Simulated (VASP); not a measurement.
# Ta4C in VASP: relaxation of the atoms with PBEsol

Aim: the relaxation of the atoms of Ta4C with PBEsol.

Program: VASP 6.6.1. These are calculated values, not measurements. Logs are shortened: lines on timing, memory, paths and dates and some standing lists are left out, and cuts for length are marked.

## (1) The cell of the first run

The cell holds a slab with vacuum, 5 atoms: a = 2.841 Å, b = 2.841 Å, c = 25.959 Å, α = 90.00°, β = 90.00°, γ = 109.47°.

## (2) Relaxation of the atoms, PBEsol

INCAR

```
PREC     = Accurate       # precision mode
ENCUT    = 520            # plane-wave cutoff, eV
EDIFF    = 1E-7           # SCF threshold, eV
ISMEAR   = 0              # smearing method
SIGMA    = 0.1            # smearing width, eV
LREAL    = False          # projectors in reciprocal space
LASPH    = True           # aspherical terms in the spheres
NELM     = 80             # most SCF steps
ALGO     = Fast           # electronic algorithm
ISIF     = 2              # what is computed and relaxed
LWAVE    = False          # write WAVECAR
LCHARG   = False          # write CHGCAR
LDIPOL   = True         
IDIPOL   = 3            
DIPOL    = 0.5 0.5 0.504
GGA      = PS             # functional
IBRION   = 2              # ionic algorithm
NSW      = 45             # ionic steps
EDIFFG   = -0.02          # ionic threshold
```

KPOINTS

```
Automatic mesh
0
Gamma
  11 11 1
```

POSCAR

```
Ta4C
1.0
    2.8410132489      0.0000000000      0.0000000000
   -0.9470044163      2.6785329784      0.0000000000
    0.0000000000      0.0000000000     25.9590328124
Ta C
4 1
Selective dynamics
Direct
    0.5000000000      0.5000000000      0.3274390098  F F F
    0.0000000000      0.0000000000      0.4167981790  F F F
    0.5000000000      0.5000000000      0.5058470961  F F F
    0.0000000000      0.0000000000      0.5912937381  F F F
    0.3333333333      0.3333333333      0.6768131031  F F T
```

Potentials or basis: VASP PAW PBE potentials, release 64 (Ta_pv, C).

Launch:

```
$ cat potpaw_PBE.64/Ta_pv/POTCAR potpaw_PBE.64/C/POTCAR > POTCAR
$ mpirun -np 1 vasp_std > vasp.out
```

OUTCAR:

```text
PREC = Accurate
   ENCUT = 520
   EDIFF = 1E-7
   ISMEAR = 0
   LREAL = False
   LASPH = True
   NELM = 80
   ISIF = 2
   GGA = PS
   IBRION = 2
   NSW = 45
   EDIFFG = -0.02

 ion  position               nearest neighbor table
   1  0.500  0.500  0.327-   2 2.84   2 2.84   2 3.28   2 3.28
   2  0.000  0.000  0.417-   3 2.83   3 2.83   1 2.84   1 2.84   3 3.27   3 3.27   1 3.28   1 3.28

   3  0.500  0.500  0.506-   4 2.76   4 2.76   2 2.83   2 2.83   4 3.21   4 3.21   2 3.27   2 3.27

   4  0.000  0.000  0.591-   5 2.47   3 2.76   3 2.76   3 3.21   3 3.21
   5  0.333  0.333  0.677-   4 2.47

  LATTYP: Found a base centered orthorhombic cell.
 ALAT       =     3.2805195281
 B/A-ratio  =     1.4142135624
 C/A-ratio  =     7.9130858969

  Lattice vectors:

 A1 = (   2.8410132489,   0.0000000000,   0.0000000000)
 A2 = (  -0.9470044163,   2.6785329784,   0.0000000000)
 A3 = (   0.0000000000,   0.0000000000,  25.9590328124)

Analysis of symmetry for initial positions (statically):
=====================================================================
 Subroutine PRICEL returns:
 Original cell was already a primitive cell.

 Routine SETGRP: Setting up the symmetry group for a
 base centered orthorhombic supercell.

 Subroutine GETGRP returns: Found  2 space group operations
 (whereof  2 operations were pure point group operations)
 out of a pool of  8 trial point group operations.

The static configuration has the point symmetry C_1h.

Analysis of symmetry for dynamics (positions and initial velocities):
=====================================================================
 Subroutine PRICEL returns:
 Original cell was already a primitive cell.

 Routine SETGRP: Setting up the symmetry group for a
 base centered orthorhombic supercell.

 Subroutine GETGRP returns: Found  2 space group operations
 (whereof  2 operations were pure point group operations)
 out of a pool of  8 trial point group operations.

The dynamic configuration has the point symmetry C_1h.

Analysis of constrained symmetry for selective dynamics:
=====================================================================
 Subroutine PRICEL returns:
 Original cell was already a primitive cell.

 Routine SETGRP: Setting up the symmetry group for a
 base centered orthorhombic supercell.

 Subroutine GETGRP returns: Found  2 space group operations
 (whereof  2 operations were pure point group operations)
[... 137 lines left out ...]
   LEPSILON=     F    determine dielectric tensor
   LRPA    =     F    only Hartree local field effects (RPA)
 conjugate gradient relaxation of ions
 non-spin polarized calculation
 RMM-DIIS sequential band-by-band and
 Gauss-broadening in eV      SIGMA  =   0.10
  energy-cutoff  :      520.00
  volume of cell :      197.54
 maximum number of plane-waves:      5364
 NGX is ok and might be reduce to    24
   NGX = 11   NGY = 11   NGZ = 97

--------------------------------------- Ionic step        1  -------------------------------------------

 number of electron      48.0000007 magnetization

 Free energy of the ion-electron system (eV)
  ---------------------------------------------------
  ext. energy  EPLUGINS =         0.00000000
  ---------------------------------------------------
  free energy    TOTEN  =       -53.05451256 eV

  energy without entropy =      -53.02176288  energy(sigma->0) =      -53.03813772

------------------------ aborting loop because EDIFF is reached ----------------------------------------

  FORCE on cell =-STRESS in cart. coord.  units (eV):
  Direction    XX          YY          ZZ          XY          YZ          ZX
  --------------------------------------------------------------------------------------
  -------------------------------------------------------------------------------------
  Total       -4.5878795     -4.7914190     -6.3591639     -0.2878483     -0.4287003     -0.3031374
  in kB      -37.2103556    -38.8611786    -51.5764960     -2.3346164     -3.4770070     -2.4586200
  external PRESSURE =     -42.5493434 kB  Pullay stress =       0.0000000 kB
[... 98 lines left out ...]
  FREE ENERGIE OF THE ION-ELECTRON SYSTEM (eV)
  ---------------------------------------------------
  free  energy   TOTEN  =       -54.5359133952 eV

  energy  without entropy=      -54.5097107597  energy(sigma->0) =      -54.52281208

 dipolmoment           0.000000      0.000000     -0.032833 electrons x Angstroem

[... ionic steps 4 to 7 ...]

--------------------------------------- Ionic step        8  -------------------------------------------

 number of electron      48.0000007 magnetization

------------------------ aborting loop because EDIFF is reached ----------------------------------------
[... 73 lines left out ...]
--------------------------------------- Ionic step       10  -------------------------------------------

 number of electron      48.0000007 magnetization

 dipolmoment           0.000000      0.000000      0.079377 electrons x Angstroem

 Free energy of the ion-electron system (eV)
  ---------------------------------------------------
  ext. energy  EPLUGINS =         0.00000000
  ---------------------------------------------------
  free energy    TOTEN  =       -54.70952332 eV

  energy without entropy =      -54.68777283  energy(sigma->0) =      -54.69864808

 E-fermi :  -1.3367     XC(G=0):  -5.7562

 val. band max:       -1.3453912561   @ k =  -0.2727   0.2727   0.0000
 cond. band min:      -1.3359524331   @ k =  -0.1818   0.0909   0.0000
 fundamental gap:      0.0094388230
 Fermi energy:        -1.3366500233

 k-point     1 :       0.0000    0.0000    0.0000
  band No.  band energies     occupation
      1     -35.6511      2.00000
      2     -35.4210      2.00000
      3     -34.9459      2.00000
      4     -34.9165      2.00000
      5     -34.7065      2.00000
      6     -34.7008      2.00000
[... 733 lines left out ...]
     27      -0.4897      0.00000
     28      -0.0826      0.00000

 [... further k-points ...]

------------------------ aborting loop because EDIFF is reached ----------------------------------------

 vacuum level on the upper side and lower side of the slab       (xc-potential included)         0.915        -0.934

  FORCE on cell =-STRESS in cart. coord.  units (eV):
  Direction    XX          YY          ZZ          XY          YZ          ZX
  --------------------------------------------------------------------------------------
  -------------------------------------------------------------------------------------
  Total       -0.9489363     -0.4771341      1.1041668      0.6672291      2.7201350      1.9234260
  in kB       -7.6964218     -3.8698332      8.9554312      5.4116134     22.0618676     15.6000971
  external PRESSURE =      -0.8702746 kB  Pullay stress =       0.0000000 kB
[... 20 lines left out ...]
  FREE ENERGIE OF THE ION-ELECTRON SYSTEM (eV)
  ---------------------------------------------------
  free  energy   TOTEN  =       -54.7095233234 eV

  energy  without entropy=      -54.6877728304  energy(sigma->0) =      -54.69864808

 reached required accuracy - stopping structural energy minimisation

 vacuum level on the upper side and lower side of the slab         5.469         3.580
```

OSZICAR:

```text
N       E                     dE             d eps       ncg     rms          rms(c)
DAV:   1     0.370847442117E+03    0.37085E+03   -0.27192E+04  2616   0.152E+03
DAV:   2    -0.377416993117E+02   -0.40859E+03   -0.40227E+03  2436   0.384E+02
DAV:   3    -0.557055159012E+02   -0.17964E+02   -0.17094E+02  2596   0.694E+01
[... 236 lines left out ...]
RMM:   4    -0.547095361963E+02    0.13034E-04   -0.70761E-05  2446   0.278E-02    0.215E-02
RMM:   5    -0.547095250037E+02    0.11193E-04   -0.17348E-05  2267   0.173E-02    0.945E-03
RMM:   6    -0.547095234465E+02    0.15573E-05   -0.42763E-06  2091   0.858E-03    0.379E-03
RMM:   7    -0.547095233409E+02    0.10552E-06   -0.14117E-06  1980   0.435E-03    0.173E-03
RMM:   8    -0.547095233234E+02    0.17570E-07   -0.42720E-07  1507   0.244E-03
  10 F= -.54709523E+02 E0= -.54698648E+02  d E =-.155812E-03
```

Run time: 71 min. Hardware: 1 thread of Oxide Virtual Turin-like, shared host; peak memory 0.44 GiB.

What came out:

* Free energy: -54.7095 eV
* Band gap on the k mesh: zero (bands 24 and 25 overlap by 1.06 eV)

Final structure:
```
Ta C
1.0
     2.84101    0.00000    0.00000
    -0.94700    2.67853    0.00000
     0.00000    0.00000   25.95903
Ta C
4 1
Direct
  0.50000 0.50000 0.32744
  0.00000 0.00000 0.41680
  0.50000 0.50000 0.50585
  0.00000 0.00000 0.59129
  0.33333 0.33333 0.64951
```

Caveat: the PAW data sets were made with another functional, which shifts forces and pressure a little; spin-orbit coupling is left out, which moves the levels of the heavy elements.
